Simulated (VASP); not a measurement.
Here is a VASP 6.6.1 calculation.

The input INCAR:

```
SYSTEM = Si
PREC     = Accurate       ! precision mode
ENCUT    = 520            ! plane-wave cutoff, eV
EDIFF    = 1E-7           ! SCF threshold, eV
ISMEAR   = 0              ! smearing method
SIGMA    = 0.02           ! smearing width, eV
LREAL    = .False.        ! projectors in reciprocal space
LASPH    = .True.         ! aspherical terms in the spheres
NELM     = 100            ! most SCF steps
ALGO     = Normal         ! electronic algorithm
ISIF     = 2              ! what is computed and relaxed
LWAVE    = .False.        ! write WAVECAR
LCHARG   = .False.        ! write CHGCAR
GGA      = PS             ! functional
NBANDS   = 16             ! bands
```

File KPOINTS:

```
Automatic mesh
0
Gamma
  10 10 8
  0 0 0
```

The input POSCAR:

```
Si
1.0
    2.5539020566      2.5539020566      0.0000000000
   -2.5539020566      2.5539020566      0.0000000000
    0.0000000000      0.0000000000      5.1078041132
Si
4
Direct
    0.0000000000      0.5000000000      0.2500000000
    0.0000000000      0.0000000000      0.5000000000
    0.5000000000      0.0000000000      0.7500000000
    0.5000000000      0.5000000000      0.0000000000
```

Potentials or basis: VASP PAW PBE potentials, release 64 (Si).

Command:

```bash
$ cat potpaw_PBE.64/Si/POTCAR > POTCAR
$ mpirun -np 1 vasp_std > vasp.out
```

(1) What does it give for the band gap on the k mesh?

(2) What does it give for the pressure?

Results:

(1) 0.06 eV.

(2) 25.7 GPa.

Caveat: the cell differs from its parent crystal (equal strain along all axes, cell held: -6.0 %); the cell stands under pressure; the PAW data sets were made with another functional, which shifts forces and pressure a little.
